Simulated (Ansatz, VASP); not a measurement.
# One calculation of AlCo, two programs

```
Co Al
1.0
     0.00000    2.29448    2.29448
     2.29448    0.00000    2.29448
     2.29448    2.29448    0.00000
Co Al
1 1
Cartesian
  0.0000 0.0000 0.0000
  2.2945 2.2945 2.2945
```

Change from the starting cell: volume scaled by 0.88, LAPW.

Alike in both runs: task single point; functional PBE; k mesh 15 × 15 × 15; occupations fermi-dirac, width 0.05 eV; no spin polarisation.

|  | VASP | Ansatz |
| --- | --- | --- |
| version | VASP 6.6.1 | Ansatz 0.2.0 |
| potentials or method | VASP PAW PBE potentials, release 64 (Co, Al), cutoff 520 eV | all-electron LAPW, scalar-relativistic |

```csv
,VASP,Ansatz,Ansatz less VASP
pressure (GPa),20.0,20.0,-0.08
```

Ansatz ran all-electron here, and VASP with PAW potentials.
